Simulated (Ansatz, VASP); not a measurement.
Two plane-wave programs on LiCl

```xyz
2
Lattice="0.0128 2.5648 2.5648 2.5776 0.0000 2.5776 2.5648 2.5648 0.0128" Properties=species:S:1:pos:R:3 pbc="T T T"
Li    0.0000    0.0000    0.0000
Cl    2.5776    2.5648    2.5776
```

Change from the starting cell: strain +0.0100 x Voigt [0, 0, 0, 0, 1, 0], atoms carried along.

Alike in both runs: task single point; functional r2SCAN; k mesh 8 × 8 × 8; occupations gaussian, width 0.05 eV; no spin polarisation.

|  | VASP | Ansatz |
| --- | --- | --- |
| version | VASP 6.6.1 | Ansatz 0.2.0 |
| potentials or method | VASP PAW PBE potentials, release 64 (Li_sv, Cl), cutoff 520 eV | scalar-relativistic, plane waves, PAW |
| valence electrons in the cell | 10 | 10 |

```csv
,VASP,Ansatz,Ansatz less VASP
gap on the k mesh at the Fermi level (eV),7.26,7.20,-0.068
least direct gap on the mesh (eV),7.26,7.20,-0.068
```

VASP's potentials were made for PBE, not for r2SCAN.

Noted on VASP's run: the cutoff is short for stress, so the pressure is rough.
